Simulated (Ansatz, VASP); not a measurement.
## NaF in VASP and in Ansatz

```xyz
2
Lattice="0.0000 2.3233 2.3233 2.3233 0.0000 2.3233 2.3233 2.3233 0.0000" Properties=species:S:1:pos:R:3 pbc="T T T"
Na    0.0000    0.0000    0.0000
F     2.3233    2.3233    2.3233
```

Alike in both runs: task single point; functional LDA; k mesh 8 × 8 × 8; occupations gaussian, width 0.05 eV; no spin polarisation.

|  | VASP | Ansatz |
| --- | --- | --- |
| version | VASP 6.6.1 | Ansatz 0.2.0 |
| potentials or method | VASP PAW LDA potentials, release 64 (Na_pv, F), cutoff 520 eV | scalar-relativistic, plane waves, PAW |
| valence electrons in the cell | 14 | 16 |

```csv
,VASP,Ansatz,Ansatz less VASP
gap on the k mesh at the Fermi level (eV),5.91,5.93,+0.022
least direct gap on the mesh (eV),5.91,5.93,+0.022
pressure (GPa),-4.7,-4.6,+0.10
```

LDA's correlation is that of Perdew and Zunger in VASP and of Perdew and Wang (1992) in Ansatz. VASP's potentials hold 14 valence electrons a cell and Ansatz's 16, so a difference there can come from the potentials and not from the codes.
